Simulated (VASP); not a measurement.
# P in VASP: notebook, part 2 of 2

VASP 6.6.1. The steps go on from the part before.

### 5 Single point, PBE (volume scaled by 0.416, to set the pressure)

Contents of INCAR:

```
PREC = Accurate
ENCUT = 500
EDIFF = 1E-6
ISMEAR = -1
SIGMA = 0.08
LREAL = F
LASPH = T
NELM = 120
ALGO = Normal
ISIF = 2
LWAVE = F
LCHARG = F
GGA = PE
NBANDS = 8
GGA_COMPAT = F
```

Contents of KPOINTS:

```
regular mesh
0
Gamma
  22 22 22
```

Contents of POSCAR:

```
P
1.0
    0.0000000000      1.4455212194      1.4455212194
    1.4455212194      0.0000000000      1.4455212194
    1.4455212194      1.4455212194      0.0000000000
P
1
Direct
    0.0000000000      0.0000000000      0.0000000000
```

Potentials or basis: VASP PAW PBE potentials, release 64 (P).

Run with:

```bash
$ cat potpaw_PBE.64/P/POTCAR > POTCAR
$ mpirun -np 1 vasp_std > vasp.out
```

OUTCAR:

```text
PREC = Accurate
   ENCUT = 500
   EDIFF = 1E-6
   ISMEAR = -1
   LREAL = F
   LASPH = T
   NELM = 120
   ISIF = 2
   GGA = PE

 ion  position               nearest neighbor table
   1  0.000  0.000  0.000-

  LATTYP: Found a face centered cubic cell.
 ALAT       =     2.8910424388

  Lattice vectors:

 A1 = (   0.0000000000,   1.4455212194,   1.4455212194)
 A2 = (   1.4455212194,   0.0000000000,   1.4455212194)
 A3 = (   1.4455212194,   1.4455212194,   0.0000000000)

Analysis of symmetry for initial positions (statically):
=====================================================================
 Subroutine PRICEL returns:
 Original cell was already a primitive cell.

 Routine SETGRP: Setting up the symmetry group for a
 face centered cubic supercell.

 Subroutine GETGRP returns: Found 48 space group operations
 (whereof 48 operations were pure point group operations)
 out of a pool of 48 trial point group operations.

The static configuration has the point symmetry O_h .

Analysis of symmetry for dynamics (positions and initial velocities):
=====================================================================
 Subroutine PRICEL returns:
 Original cell was already a primitive cell.

 Routine SETGRP: Setting up the symmetry group for a
 face centered cubic supercell.

 Subroutine GETGRP returns: Found 48 space group operations
 (whereof 48 operations were pure point group operations)
 out of a pool of 48 trial point group operations.

The dynamic configuration has the point symmetry O_h .

 Subroutine INISYM returns: Found 48 space group operations
 (whereof 48 operations are pure point group operations),
 and found     1 'primitive' translations

----------------------------------------------------------------------------------------

                                     Primitive cell

  volume of cell :       6.0409
[... 100 lines left out ...]
   EMIN   =  10.00;   EMAX   =-10.00  energy-range for DOS
   EFERMI =   0.00;   METHOD = LEGACY
   ISMEAR =    -1;   SIGMA  =   0.08  broadening in eV -4-tet -1-fermi 0-gaus
   EFERMI_NEDOS =   21; number of points for ismear=-14 and -15
   IALGO  =     38    algorithm
   IMIX   =      4    mixing-type and parameters
     AMIX     =   0.40;   BMIX     =  1.00
     AMIX_MAG =   1.60;   BMIX_MAG =  1.00
  volume/ion in A,a.u.               =       6.04        40.77
  Fermi-wavevector in a.u.,A,eV,Ry     =   1.537082  2.904664 32.145410  2.362621
  Thomas-Fermi vector in A             =   2.643641
   LORBIT       =      0    0 simple, 1 ext, 2 COOP (PROOUT), +10 PAW based schemes
   GGA     = PE    functional components
   LHFCALC =     F    Hartree Fock is set to
   AEXX    =    0.0000 exact exchange contribution
   IVDW    =     0    specifies the selected vdW correction
   LEPSILON=     F    determine dielectric tensor
   LRPA    =     F    only Hartree local field effects (RPA)
 non-spin polarized calculation
  energy-cutoff  :      500.00
  volume of cell :        6.04
 maximum number of plane-waves:       169
   NGX =  7   NGY =  7   NGZ =  7

 number of electron       4.9999999 magnetization

 Free energy of the ion-electron system (eV)
  ---------------------------------------------------
  ext. energy  EPLUGINS =         0.00000000
  ---------------------------------------------------
  free energy    TOTEN  =         1.11460502 eV

  energy without entropy =        1.11881702  energy(sigma->0) =        1.11671102

 E-fermi :  27.7205     XC(G=0): -15.6508

 val. band max:       27.7026566860   @ k =   0.3636   0.3182   0.0455
 cond. band min:      27.7249868022   @ k =  -0.4091   0.4091   0.0909
 fundamental gap:      0.0223301162
 Fermi energy:        27.7204813336

 k-point     1 :       0.0000    0.0000    0.0000
  band No.  band energies     occupation
      1      -1.5231      2.00000
      2      41.1797      0.00000
      3      41.1797      0.00000
      4      41.1797      0.00000
      5      47.0104      0.00000
      6      47.0104      0.00000
      7      47.0104      0.00000
      8      49.8753      0.00000
[... 243 lines left out ...]
 k-point    24 :      -0.4545    0.0455    0.0000
  band No.  band energies     occupation
      1       9.2261      2.00000
      2      12.6213      2.00000
      3      37.2147      0.00000
      4      38.7225      0.00000
      5      42.0916      0.00000
      6      42.1864      0.00000
      7      48.6031      0.00000
      8      50.9570      0.00000

 [... further k-points ...]
[... 5 lines left out ...]
  --------------------------------------------------------------------------------------
  -------------------------------------------------------------------------------------
  Total       16.6606572     16.6606572     16.6606572     -0.0000000     -0.0000000     -0.0000000
  in kB     4418.7486911   4418.7486911   4418.7486911     -0.0000000     -0.0000000     -0.0000000
  external PRESSURE =    4418.7486911 kB  Pullay stress =       0.0000000 kB

 VOLUME and BASIS-vectors are now :
 -----------------------------------------------------------------------------
  energy-cutoff  :      500.00
  volume of cell :        6.04
      direct lattice vectors                 reciprocal lattice vectors
     0.000000000  1.445521219  1.445521219    -0.345895995  0.345895995  0.345895995
     1.445521219  0.000000000  1.445521219     0.345895995 -0.345895995  0.345895995
     1.445521219  1.445521219  0.000000000     0.345895995  0.345895995 -0.345895995

 POSITION                                       TOTAL-FORCE (eV/Angst)
 -----------------------------------------------------------------------------------
      0.00000      0.00000      0.00000        -0.000000      0.000000      0.000000
 -----------------------------------------------------------------------------------
    total drift:                               -0.000000      0.000000     -0.000000

  FREE ENERGIE OF THE ION-ELECTRON SYSTEM (eV)
  ---------------------------------------------------
  free  energy   TOTEN  =         1.1146050250 eV

  energy  without entropy=        1.1188170187  energy(sigma->0) =        1.11671102
```

OSZICAR:

```text
N       E                     dE             d eps       ncg     rms          rms(c)
DAV:   1     0.404145075632E+01    0.40415E+01   -0.26762E+03  6728   0.476E+02
DAV:   2     0.103072034932E+01   -0.30107E+01   -0.28508E+01  7768   0.438E+01
DAV:   3     0.102288274011E+01   -0.78376E-02   -0.78371E-02  5984   0.226E+00
DAV:   4     0.102288104394E+01   -0.16962E-05   -0.16939E-05  8568   0.305E-02
DAV:   5     0.102288104351E+01   -0.42925E-09   -0.46342E-10  5976   0.921E-05    0.214E+01
DAV:   6     0.108135743615E+01    0.58476E-01   -0.65845E-03  6400   0.589E-01    0.124E+01
DAV:   7     0.111453843020E+01    0.33181E-01   -0.14298E-02  6856   0.866E-01    0.127E-01
DAV:   8     0.111459800324E+01    0.59573E-04   -0.15153E-05  7704   0.360E-02    0.519E-02
DAV:   9     0.111460472861E+01    0.67254E-05   -0.40761E-06  6712   0.147E-02    0.531E-03
DAV:  10     0.111460502499E+01    0.29638E-06   -0.17458E-08  4288   0.118E-03
   1 F= 0.11146050E+01 E0= 0.11167110E+01  d E =-.421199E-02
```

Wall time 3.6 s (1 thread of Intel Xeon 6975P-C (Granite Rapids), shared host); peak memory 0.11 GiB.

Results:

* Free energy: 1.1146 eV
* Pressure: 441.9 GPa

Caveat: the cell differs from its parent crystal (volume scaled by 0.416, to set the pressure).

### 6 The runs side by side

```tsv
task	cell	k mesh	cutoff (eV)	gap on the mesh (eV)	pressure (GPa)
relaxation of cell and atoms	relaxed from a = 2.768 Å, angles 60.0°, 1 atom	17 × 17 × 17	600	none	0.0
single point	a = 3.535 Å, angles 33.6°, 2 atoms	18 × 18 × 18	520	none	442.0
single point	a = 3.536 Å, angles 33.6°, 2 atoms	18 × 18 × 18	520	none	441.2
single point	a = 2.044 Å, angles 60.0°, 1 atom	22 × 22 × 22	500	none	441.9
```

Alike in all rows: level PBE; potentials or basis VASP PAW PBE potentials, release 64 (P); no spin polarisation; smearing fermi-dirac 0.08 eV.

Absolute energies hang on the potentials; compare differences alone.
